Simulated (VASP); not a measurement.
Wanted: the native input for a VASP 6.6.1 run.

```
Task                   : relaxation of cell and atoms
Functional             : PBE
Potentials or basis    : VASP PAW PBE potentials, release 64 (Sn_d, O)
Cutoff                 : 600 eV
k mesh                 : 6 × 6 × 6
Occupations            : gaussian, width 0.1 eV
Spin                   : no spin polarisation
Dipole correction      : no
Further INCAR settings : ALGO = Normal; EDIFF = 1e-06; IBRION = 2; EDIFFG = -0.04; NSW = 90; ISIF = 3
```

The structure of SnO3 lies in POSCAR:

```
SnO3
1.0
   -1.8807422200      1.8807422200      4.2882045200
    1.8807422200     -1.8807422200      4.2882045200
    1.8807422200      1.8807422200     -4.2882045200
Sn O
1 3
Direct
    0.0000000000      0.0000000000      0.0000000000
    0.7500000000      0.2500000000      0.5000000000
    0.2500000000      0.7500000000      0.5000000000
    0.5000000000      0.5000000000      0.0000000000
```

The cell was built from a structure type or drawn by symmetry, and may not be a known phase.

The input as run:

INCAR

```
SYSTEM = SnO3
  PREC = Accurate
  ENCUT = 600
  EDIFF = 1E-6
  ISMEAR = 0
  SIGMA = 0.1
  LREAL = .FALSE.
  LASPH = .TRUE.
  NELM = 80
  ALGO = Normal
  ISIF = 3
  LWAVE = .FALSE.
  LCHARG = .FALSE.
  GGA = PE
  IBRION = 2
  NSW = 90
  EDIFFG = -0.04
```

KPOINTS

```
Automatic mesh
0
G
  6 6 6
  0 0 0
```

Potentials or basis: VASP PAW PBE potentials, release 64 (Sn_d, O).

The run is started by

```sh
$ cat potpaw_PBE.64/Sn_d/POTCAR potpaw_PBE.64/O/POTCAR > POTCAR
$ mpirun -np 1 vasp_std > vasp.out
```

It gave:

```json
{
 "Relaxed volume": "10.21 Å³/atom",
 "Relaxed cell": "a = 4.746 Å, b = 4.746 Å, c = 4.746 Å, α = 141.66°, β = 141.66°, γ = 55.34°",
 "Space group after relaxing (to 0.1 Å)": "I4/mmm (No. 139)",
 "Energy gained by relaxing": "617.2 meV/atom",
 "Ionic steps": "16",
 "Pressure after relaxing": "0.0 GPa",
 "Band gap on the k mesh": "zero (bands 16 and 17 overlap by 1.06 eV)"
}
```

Caveat: the volume moved by over 15 % at a fixed basis, so the end points are rough; spin-orbit coupling is left out, which moves the levels of the heavy elements.

Run time: 5.2 min on 1 thread of AMD EPYC 9R45 96-Core Processor (Zen 5), with other jobs on the host, peak memory 0.24 GiB.
